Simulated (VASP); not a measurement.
# Ca2Se (Fm-3m) in VASP: a series of runs

The runs below take Ca2Se through single point, relaxation of cell and atoms, with PBE.

Everything below comes from runs of VASP 6.6.1. Logs are shortened: lines on timing, memory, paths and dates and some standing lists are left out, and cuts for length are marked.

**1. The cell of the first run**

The structure is cubic, space group Fm-3m (No. 225). The conventional cell has a = 7.045 Å, b = 7.045 Å, c = 7.045 Å, α = 90.00°, β = 90.00°, γ = 90.00°. Ca (site symmetry -43m) has 4 Se at 3.05 Å and 6 Ca at 3.52 Å within 4.0 Å. Within 4.0 Å of Se (site symmetry m-3m) lie 8 Ca at 3.05 Å.

**2. Single point, PBE**

The input, INCAR:

```
SYSTEM = Ca2Se
ALGO     = Normal         ! electronic algorithm
EDIFF    = 1E-6           ! SCF threshold, eV
ENCUT    = 520            ! plane-wave cutoff, eV
GGA      = PE             ! functional
ISIF     = 2              ! what is computed and relaxed
ISMEAR   = 0              ! smearing method
LASPH    = .TRUE.         ! aspherical terms in the spheres
LCHARG   = .FALSE.        ! write CHGCAR
LREAL    = .FALSE.        ! projectors in reciprocal space
LWAVE    = .FALSE.        ! write WAVECAR
NBANDS   = 20             ! bands
NELM     = 80             ! most SCF steps
PREC     = Accurate       ! precision mode
SIGMA    = 0.1            ! smearing width, eV
```

The input, KPOINTS:

```
k-points
0
G
  12 12 12
  0 0 0
```

The input, POSCAR:

```
Ca2Se
1.0
    0.0000000000      3.5223800680      3.5223800680
    3.5223800680      0.0000000000      3.5223800680
    3.5223800680      3.5223800680      0.0000000000
Ca Se
2 1
Direct
    0.2500000000      0.2500000000      0.2500000000
    0.7500000000      0.7500000000      0.7500000000
    0.0000000000      0.0000000000      0.0000000000
```

Potentials or basis: VASP PAW PBE potentials, release 64 (Ca_sv, Se).

Command:

```console
$ cat potpaw_PBE.64/Ca_sv/POTCAR potpaw_PBE.64/Se/POTCAR > POTCAR
$ mpirun -np 1 vasp_std > vasp.out
```

OUTCAR:

```text
SYSTEM = Ca2Se
   EDIFF = 1E-6
   ENCUT = 520
   GGA = PE
   ISIF = 2
   ISMEAR = 0
   LASPH = .TRUE.
   LREAL = .FALSE.
   NELM = 80
   PREC = Accurate

 ion  position               nearest neighbor table
   1  0.250  0.250  0.250-
   2  0.750  0.750  0.750-
   3  0.000  0.000  0.000-

  LATTYP: Found a face centered cubic cell.
 ALAT       =     7.0447601360

  Lattice vectors:

 A1 = (   0.0000000000,   3.5223800680,   3.5223800680)
 A2 = (   3.5223800680,   0.0000000000,   3.5223800680)
 A3 = (   3.5223800680,   3.5223800680,   0.0000000000)

Analysis of symmetry for initial positions (statically):
=====================================================================
 Subroutine PRICEL returns:
 Original cell was already a primitive cell.

 Routine SETGRP: Setting up the symmetry group for a
 face centered cubic supercell.

 Subroutine GETGRP returns: Found 48 space group operations
 (whereof 48 operations were pure point group operations)
 out of a pool of 48 trial point group operations.

The static configuration has the point symmetry O_h .

Analysis of symmetry for dynamics (positions and initial velocities):
=====================================================================
 Subroutine PRICEL returns:
 Original cell was already a primitive cell.

 Routine SETGRP: Setting up the symmetry group for a
 face centered cubic supercell.

 Subroutine GETGRP returns: Found 48 space group operations
 (whereof 48 operations were pure point group operations)
 out of a pool of 48 trial point group operations.

The dynamic configuration has the point symmetry O_h .

 Subroutine INISYM returns: Found 48 space group operations
 (whereof 48 operations are pure point group operations),
 and found     1 'primitive' translations

----------------------------------------------------------------------------------------

                                     Primitive cell

  volume of cell :      87.4055

  direct lattice vectors                    reciprocal lattice vectors
     0.000000000  3.522380068  3.522380068    -0.141949475  0.141949475  0.141949475
     3.522380068  0.000000000  3.522380068     0.141949475 -0.141949475  0.141949475
     3.522380068  3.522380068  0.000000000     0.141949475  0.141949475 -0.141949475

  length of vectors
[... 81 lines left out ...]
   LASPH  =      T    aspherical Exc in radial PAW
   ENCUT  =  520.0 eV  38.22 Ry    6.18 a.u.   9.26  9.26  9.26*2*pi/ulx,y,z
   NELM   =     80;   NELMIN=  2; NELMDL= -5     # of ELM steps
   EDIFF  = 0.1E-05   stopping-criterion for ELM
   LREAL  =      F    real-space projection
   EDIFFG = 0.1E-04   stopping-criterion for IOM
   NSW    =      0    number of steps for IOM
   IBRION =     -1    ionic relax: 0-MD 1-quasi-New 2-CG
   NFREE  =      0    steps in history (QN), initial steepest desc. (CG)
   ISIF   =      2    stress and relaxation
   ISYM   =      2    0-nonsym 1-usesym 2-fastsym
   POTIM  = 0.5000    time-step for ionic-motion
   TEBEG  =    0.0;   TEEND  =   0.0 temperature during run
   PSTRESS=    0.0 pullay stress
   NELECT =      26.0000    total number of electrons
   NUPDOWN=      -1.0000    fix difference up-down
   EMIN   =  10.00;   EMAX   =-10.00  energy-range for DOS
   EFERMI =   0.00;   METHOD = LEGACY
   ISMEAR =     0;   SIGMA  =   0.10  broadening in eV -4-tet -1-fermi 0-gaus
   EFERMI_NEDOS =   21; number of points for ismear=-14 and -15
   IALGO  =     38    algorithm
   IMIX   =      4    mixing-type and parameters
     AMIX     =   0.40;   BMIX     =  1.00
     AMIX_MAG =   1.60;   BMIX_MAG =  1.00
  volume/ion in A,a.u.               =      29.14       196.61
  Fermi-wavevector in a.u.,A,eV,Ry     =   1.092831  2.065151 16.249165  1.194280
  Thomas-Fermi vector in A             =   2.229104
   LORBIT       =      0    0 simple, 1 ext, 2 COOP (PROOUT), +10 PAW based schemes
   GGA     = PE    functional components
   LHFCALC =     F    Hartree Fock is set to
   AEXX    =    0.0000 exact exchange contribution
   IVDW    =     0    specifies the selected vdW correction
   LEPSILON=     F    determine dielectric tensor
   LRPA    =     F    only Hartree local field effects (RPA)
 non-spin polarized calculation
 Gauss-broadening in eV      SIGMA  =   0.10
  energy-cutoff  :      520.00
  volume of cell :       87.41
 maximum number of plane-waves:      2397
 NGX is ok and might be reduce to    40
   NGX = 19   NGY = 19   NGZ = 19

 number of electron      25.9999998 magnetization

 Free energy of the ion-electron system (eV)
  ---------------------------------------------------
  ext. energy  EPLUGINS =         0.00000000
  ---------------------------------------------------
  free energy    TOTEN  =       -10.20112162 eV

  energy without entropy =      -10.19277669  energy(sigma->0) =      -10.19694915

 E-fermi :   4.3298     XC(G=0):  -8.8105

 val. band max:        4.3280407455   @ k =   0.1667   0.1667   0.0000
 cond. band min:       4.3388576689   @ k =   0.0000   0.0000   0.0000
 fundamental gap:      0.0108169234
 Fermi energy:         4.3297956892

 k-point     1 :       0.0000    0.0000    0.0000
  band No.  band energies     occupation
      1     -38.0764      2.00000
      2     -38.0219      2.00000
      3     -19.1657      2.00000
      4     -19.1657      2.00000
      5     -19.1657      2.00000
      6     -19.0064      2.00000
[... 541 lines left out ...]
     19       6.7697      0.00000
     20       6.8276      0.00000

 [... further k-points ...]

------------------------ aborting loop because EDIFF is reached ----------------------------------------

  FORCE on cell =-STRESS in cart. coord.  units (eV):
  Direction    XX          YY          ZZ          XY          YZ          ZX
  --------------------------------------------------------------------------------------
  -------------------------------------------------------------------------------------
  Total        0.0714703      0.0714703      0.0714703      0.0000000     -0.0000000     -0.0000000
  in kB        1.3100786      1.3100786      1.3100786      0.0000000     -0.0000000     -0.0000000
  external PRESSURE =       1.3100786 kB  Pullay stress =       0.0000000 kB

 VOLUME and BASIS-vectors are now :
 -----------------------------------------------------------------------------
  energy-cutoff  :      520.00
  volume of cell :       87.41
      direct lattice vectors                 reciprocal lattice vectors
     0.000000000  3.522380068  3.522380068    -0.141949475  0.141949475  0.141949475
     3.522380068  0.000000000  3.522380068     0.141949475 -0.141949475  0.141949475
     3.522380068  3.522380068  0.000000000     0.141949475  0.141949475 -0.141949475

 POSITION                                       TOTAL-FORCE (eV/Angst)
 -----------------------------------------------------------------------------------
      1.76119      1.76119      1.76119         0.000000     -0.000000     -0.000000
      5.28357      5.28357      5.28357        -0.000000     -0.000000      0.000000
      0.00000      0.00000      0.00000        -0.000000      0.000000     -0.000000
 -----------------------------------------------------------------------------------
    total drift:                               -0.000000     -0.000000      0.000000

  FREE ENERGIE OF THE ION-ELECTRON SYSTEM (eV)
  ---------------------------------------------------
  free  energy   TOTEN  =       -10.2011216207 eV

  energy  without entropy=      -10.1927766883  energy(sigma->0) =      -10.19694915
```

Wall time 2.6 min (1 thread of Oxide Virtual Turin-like, shared host); peak memory 0.28 GiB.

What came out:

```
Free energy            : -10.2011 eV
Pressure               : 0.1 GPa
Band gap on the k mesh : zero (bands 13 and 14 overlap by 0.44 eV)
```

Caveat: semilocal functionals underestimate gaps, and a narrow one can read as zero.

**3. Relaxation of cell and atoms, PBE**

This run uses another cell than the first one, of 26.94 Å³/atom.

The input, INCAR:

```
PREC = Accurate
ENCUT = 600
EDIFF = 1E-6
ISMEAR = 0
SIGMA = 0.1
LREAL = False
LASPH = True
NELM = 80
ALGO = Normal
ISIF = 3
LWAVE = False
LCHARG = False
GGA = PE
IBRION = 2
NSW = 100
EDIFFG = -0.01
```

The input, KPOINTS:

```
Automatic mesh
0
Gamma
  12 12 12
```

The input, POSCAR:

```
Ca2Se
1.0
    0.0000000000      3.4315141938      3.4315141938
    3.4315141938      0.0000000000      3.4315141938
    3.4315141938      3.4315141938      0.0000000000
Ca Se
2 1
Direct
    0.2500000000      0.2500000000      0.2500000000
    0.7500000000      0.7500000000      0.7500000000
    0.0000000000      0.0000000000      0.0000000000
```

Potentials or basis: VASP PAW PBE potentials, release 64 (Ca_sv, Se).

Command:

```console
$ cat potpaw_PBE.64/Ca_sv/POTCAR potpaw_PBE.64/Se/POTCAR > POTCAR
$ mpirun -np 1 vasp_std > vasp.out
```

OUTCAR:

```text
PREC = Accurate
   ENCUT = 600
   EDIFF = 1E-6
   ISMEAR = 0
   LREAL = False
   LASPH = True
   NELM = 80
   ISIF = 3
   GGA = PE
   IBRION = 2
   NSW = 100
   EDIFFG = -0.01

 ion  position               nearest neighbor table
   1  0.250  0.250  0.250-   3 2.97   3 2.97   3 2.97   3 2.97
   2  0.750  0.750  0.750-   3 2.97   3 2.97   3 2.97   3 2.97
   3  0.000  0.000  0.000-   2 2.97   2 2.97   2 2.97   1 2.97   2 2.97   1 2.97   1 2.97   1 2.97

  LATTYP: Found a face centered cubic cell.
 ALAT       =     6.8630283876

  Lattice vectors:

 A1 = (   0.0000000000,   3.4315141938,   3.4315141938)
 A2 = (   3.4315141938,   0.0000000000,   3.4315141938)
 A3 = (   3.4315141938,   3.4315141938,   0.0000000000)

Analysis of symmetry for initial positions (statically):
=====================================================================
 Subroutine PRICEL returns:
 Original cell was already a primitive cell.

 Routine SETGRP: Setting up the symmetry group for a
 face centered cubic supercell.

 Subroutine GETGRP returns: Found 48 space group operations
 (whereof 48 operations were pure point group operations)
 out of a pool of 48 trial point group operations.

The static configuration has the point symmetry O_h .

Analysis of symmetry for dynamics (positions and initial velocities):
=====================================================================
 Subroutine PRICEL returns:
 Original cell was already a primitive cell.

 Routine SETGRP: Setting up the symmetry group for a
 face centered cubic supercell.

 Subroutine GETGRP returns: Found 48 space group operations
 (whereof 48 operations were pure point group operations)
 out of a pool of 48 trial point group operations.

The dynamic configuration has the point symmetry O_h .

 Subroutine INISYM returns: Found 48 space group operations
 (whereof 48 operations are pure point group operations),
 and found     1 'primitive' translations

----------------------------------------------------------------------------------------

                                     Primitive cell

  volume of cell :      80.8141

  direct lattice vectors                    reciprocal lattice vectors
     0.000000000  3.431514194  3.431514194    -0.145708271  0.145708271  0.145708271
     3.431514194  0.000000000  3.431514194     0.145708271 -0.145708271  0.145708271
     3.431514194  3.431514194  0.000000000     0.145708271  0.145708271 -0.145708271

  length of vectors
     4.852893912  4.852893912  4.852893912     0.252374128  0.252374128  0.252374128

  position of ions in fractional coordinates (direct lattice)
     0.250000000  0.250000000  0.250000000
     0.750000000  0.750000000  0.750000000
     0.000000000  0.000000000  0.000000000

  ion indices of the primitive-cell ions
   primitive index   ion index
                 1           1
                 2           2
                 3           3

----------------------------------------------------------------------------------------

 KPOINTS: Automatic mesh

Automatic generation of k-mesh.
 Grid dimensions read from file:
 generate k-points for:   12   12   12

 Generating k-lattice:

  Cartesian coordinates                     Fractional coordinates (reciprocal lattice)
    -0.012142356  0.012142356  0.012142356     0.083333333  0.000000000  0.000000000
     0.012142356 -0.012142356  0.012142356     0.000000000  0.083333333  0.000000000
     0.012142356  0.012142356 -0.012142356     0.000000000  0.000000000  0.083333333

  Length of vectors
     0.021031177  0.021031177  0.021031177

  Shift w.r.t. Gamma in fractional coordinates (k-lattice)
     0.000000000  0.000000000  0.000000000

 Subroutine IBZKPT returns following result:
 ===========================================

 Found     72 irreducible k-points:

 Following reciprocal coordinates:
            Coordinates               Weight
  0.000000  0.000000  0.000000      1.000000
  0.083333  0.000000  0.000000      8.000000
  0.166667  0.000000  0.000000      8.000000
  0.250000  0.000000  0.000000      8.000000
  0.333333  0.000000  0.000000      8.000000
  0.416667  0.000000  0.000000      8.000000
[... 16 lines left out ...]
  0.500000  0.166667  0.000000     24.000000
 -0.416667  0.166667  0.000000     24.000000
 [... further k-points ...]
   k-points           NKPTS =     72   k-points in BZ     NKDIM =     72   number of bands    NBANDS=     17
   number of dos      NEDOS =    301   number of ions     NIONS =      3
   total plane-waves  NPLWV =  64000
   dimension x,y,z NGX =    40 NGY =   40 NGZ =   40
   dimension x,y,z NGXF=    80 NGYF=   80 NGZF=   80
   ions per type =               2   1
   NGX,Y,Z   is equivalent  to a cutoff of  13.70, 13.70, 13.70 a.u.
   NGXF,Y,Z  is equivalent  to a cutoff of  27.41, 27.41, 27.41 a.u.
 SYSTEM =  unknown system
   PREC   = accura    normal or accurate (medium, high low for compatibility)
   ISTART =      0    job   : 0-new  1-cont  2-samecut
   ICHARG =      2    charge: 1-file 2-atom 10-const
   ISPIN  =      1    spin polarized calculation?
   LNONCOLLINEAR =      F non collinear calculations
   LSORBIT =      F    spin-orbit coupling
   LASPH  =      T    aspherical Exc in radial PAW
   ENCUT  =  600.0 eV  44.10 Ry    6.64 a.u.   9.69  9.69  9.69*2*pi/ulx,y,z
   NELM   =     80;   NELMIN=  2; NELMDL= -5     # of ELM steps
   EDIFF  = 0.1E-05   stopping-criterion for ELM
   LREAL  =      F    real-space projection
   EDIFFG = -.1E-01   stopping-criterion for IOM
   NSW    =    100    number of steps for IOM
   IBRION =      2    ionic relax: 0-MD 1-quasi-New 2-CG
   NFREE  =      1    steps in history (QN), initial steepest desc. (CG)
   ISIF   =      3    stress and relaxation
   ISYM   =      2    0-nonsym 1-usesym 2-fastsym
   POTIM  = 0.5000    time-step for ionic-motion
   TEBEG  =    0.0;   TEEND  =   0.0 temperature during run
   PSTRESS=    0.0 pullay stress
   NELECT =      26.0000    total number of electrons
   NUPDOWN=      -1.0000    fix difference up-down
   EMIN   =  10.00;   EMAX   =-10.00  energy-range for DOS
   EFERMI =   0.00;   METHOD = LEGACY
   ISMEAR =     0;   SIGMA  =   0.10  broadening in eV -4-tet -1-fermi 0-gaus
   EFERMI_NEDOS =   21; number of points for ismear=-14 and -15
   IALGO  =     38    algorithm
   IMIX   =      4    mixing-type and parameters
     AMIX     =   0.40;   BMIX     =  1.00
     AMIX_MAG =   1.60;   BMIX_MAG =  1.00
  volume/ion in A,a.u.               =      26.94       181.79
  Fermi-wavevector in a.u.,A,eV,Ry     =   1.121769  2.119836 17.121108  1.258366
  Thomas-Fermi vector in A             =   2.258425
   LORBIT       =      0    0 simple, 1 ext, 2 COOP (PROOUT), +10 PAW based schemes
   GGA     = PE    functional components
   LHFCALC =     F    Hartree Fock is set to
   AEXX    =    0.0000 exact exchange contribution
   IVDW    =     0    specifies the selected vdW correction
   LEPSILON=     F    determine dielectric tensor
   LRPA    =     F    only Hartree local field effects (RPA)
 conjugate gradient relaxation of ions
 non-spin polarized calculation
 Gauss-broadening in eV      SIGMA  =   0.10
  energy-cutoff  :      600.00
  volume of cell :       80.81
 maximum number of plane-waves:      2733
   NGX = 19   NGY = 19   NGZ = 19

--------------------------------------- Ionic step        1  -------------------------------------------

 number of electron      26.0000000 magnetization

 Free energy of the ion-electron system (eV)
  ---------------------------------------------------
  ext. energy  EPLUGINS =         0.00000000
  ---------------------------------------------------
  free energy    TOTEN  =       -10.14095562 eV

  energy without entropy =      -10.13127299  energy(sigma->0) =      -10.13611430

 E-fermi :   4.8045     XC(G=0):  -9.1097

 val. band max:        4.8027838956   @ k =  -0.0833   0.0833   0.0000
 cond. band min:       4.8184921265   @ k =  -0.0833   0.0833   0.0000
 fundamental gap:      0.0157082308
 Fermi energy:         4.8044607958

 k-point     1 :       0.0000    0.0000    0.0000
  band No.  band energies     occupation
      1     -37.3953      2.00000
      2     -37.3187      2.00000
      3     -18.5191      2.00000
      4     -18.5191      2.00000
      5     -18.5191      2.00000
      6     -18.3143      2.00000
[... 9 lines left out ...]
     16       7.9465      0.00000
     17       7.9590      0.00000
[... 531 lines left out ...]
  energy  without entropy=      -10.1909748575  energy(sigma->0) =      -10.19526687

--------------------------------------- Ionic step        3  -------------------------------------------

 number of electron      25.9999997 magnetization

 Free energy of the ion-electron system (eV)
  ---------------------------------------------------
  ext. energy  EPLUGINS =         0.00000000
  ---------------------------------------------------
  free energy    TOTEN  =       -10.20089443 eV

  energy without entropy =      -10.19271540  energy(sigma->0) =      -10.19680492

 E-fermi :   4.2980     XC(G=0):  -8.7905

 val. band max:        4.2841219333   @ k =  -0.4167   0.5000   0.0833
 cond. band min:       4.2995827596   @ k =   0.1667   0.1667   0.0000
 fundamental gap:      0.0154608263
 Fermi energy:         4.2979941623

 k-point     1 :       0.0000    0.0000    0.0000
  band No.  band energies     occupation
      1     -38.1216      2.00000
      2     -38.0683      2.00000
      3     -19.2090      2.00000
      4     -19.2090      2.00000
      5     -19.2090      2.00000
      6     -19.0524      2.00000
[... 9 lines left out ...]
     16       7.1428      0.00000
     17       7.1428      0.00000
[... 490 lines left out ...]
  FREE ENERGIE OF THE ION-ELECTRON SYSTEM (eV)
  ---------------------------------------------------
  free  energy   TOTEN  =       -10.2008944346 eV

  energy  without entropy=      -10.1927154005  energy(sigma->0) =      -10.19680492

 reached required accuracy - stopping structural energy minimisation
```

It took 4.9 min on 1 thread of Oxide Virtual Turin-like, shared host; peak memory 0.29 GiB.

What came out:

- Free energy: -10.2009 eV
- Relaxed volume: 29.29 Å³/atom
- Relaxed cell: a = 4.990 Å, b = 4.990 Å, c = 4.990 Å, α = 60.00°, β = 60.00°, γ = 60.00°
- Space group after relaxing (to 0.1 Å): Fm-3m (No. 225)
- Energy gained by relaxing: 20.0 meV/atom
- Ionic steps: 3
- Pressure after relaxing: 0.0 GPa
- Band gap on the k mesh: zero (bands 13 and 14 overlap by 0.42 eV)

Step by step:
```tsv
step	energy change (eV)	largest force (eV/Å)	pressure (GPa)	volume (Å³)
1	0.0000	0.0000	2.93	80.81
2	-0.0586	0.0000	0.39	86.72
3	-0.0599	0.0000	-0.01	87.87
```

Final structure:
```
CELL_PARAMETERS angstrom
0.00000 3.52863 3.52863
3.52863 0.00000 3.52863
3.52863 3.52863 0.00000
ATOMIC_POSITIONS crystal
Ca 0.25000 0.25000 0.25000
Ca 0.75000 0.75000 0.75000
Se 0.00000 0.00000 0.00000
```

Levels at points of the mesh, in eV from the Fermi level:
| k point | band 10 | band 11 | band 12 | band 13 | band 14 | band 15 | band 16 | band 17 |
| --- | --- | --- | --- | --- | --- | --- | --- | --- |
| (0.00, 0.00, 0.00) | -4.56 | -4.56 | -4.56 | -2.01 | 0.01 | 0.01 | 2.84 | 2.84 |
| (0.50, 0.00, 0.00) | -5.35 | -4.42 | -4.42 | 0.31 | 0.54 | 0.65 | 0.65 | 1.91 |
| (0.50, 0.50, 0.00) | -5.47 | -4.37 | -4.37 | -1.23 | -0.11 | 0.80 | 2.23 | 2.23 |

Caveat: semilocal functionals underestimate gaps, and a narrow one can read as zero.
